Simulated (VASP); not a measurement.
Here is a VASP 6.6.1 calculation.

Contents of INCAR:

```
PREC = Accurate
ENCUT = 520
EDIFF = 1E-6
ISMEAR = 0
SIGMA = 0.05
LREAL = False
LASPH = True
NELM = 120
ALGO = Normal
ISIF = 2
LWAVE = False
LCHARG = False
LDIPOL = True
IDIPOL = 3
DIPOL = 0.5 0.5 0.321
GGA = PE
IVDW = 12
NBANDS = 27
GGA_COMPAT = False
NELMDL = -8
```

The input KPOINTS:

```
Automatic mesh
0
Gamma
  7 5 1
```

File POSCAR:

```
Si6CO
1.0
    3.8333442603      0.0000000000      0.0000000000
    0.0000000000      5.4211674422      0.0000000000
    0.0000000000      0.0000000000     22.5377548805
Si O C
6 1 1
Direct
    0.5000000000      0.0000000000      0.1774799673
    0.0000000000      0.2500000000      0.1774799673
    0.0000000000      0.5038841205      0.2602884661
    0.5000000000      0.7461158795      0.2602884661
    0.5000000000      0.0086034179      0.3411056213
    0.0000000000      0.2413965821      0.3411056213
    0.8333333333      0.1752700846      0.4786525960
    0.8333333333      0.1752700846      0.5296780866
```

Potentials or basis: VASP PAW PBE potentials, release 64 (Si, O, C).

Command:

```bash
$ cat potpaw_PBE.64/Si/POTCAR potpaw_PBE.64/O/POTCAR potpaw_PBE.64/C/POTCAR > POTCAR
$ mpirun -np 1 vasp_std > vasp.out
```

Task: Estimate the dispersion energy per atom.

Result: -0.205 eV.

Task: Predict the largest force.

Result: 0.824 eV/Å.

Task: Predict the band gap on the k mesh.

Result: Zero (bands 17 and 18 overlap by 0.30 eV).

Forces on the atoms (eV/Å):
```
Si   0.009  0.566 -0.040
Si  -0.008 -0.563 -0.043
Si   0.007 -0.091 -0.014
Si  -0.006  0.104 -0.009
Si  -0.020 -0.043  0.024
Si   0.026  0.031 -0.091
O   -0.011 -0.009  0.824
C    0.004  0.005 -0.650
```
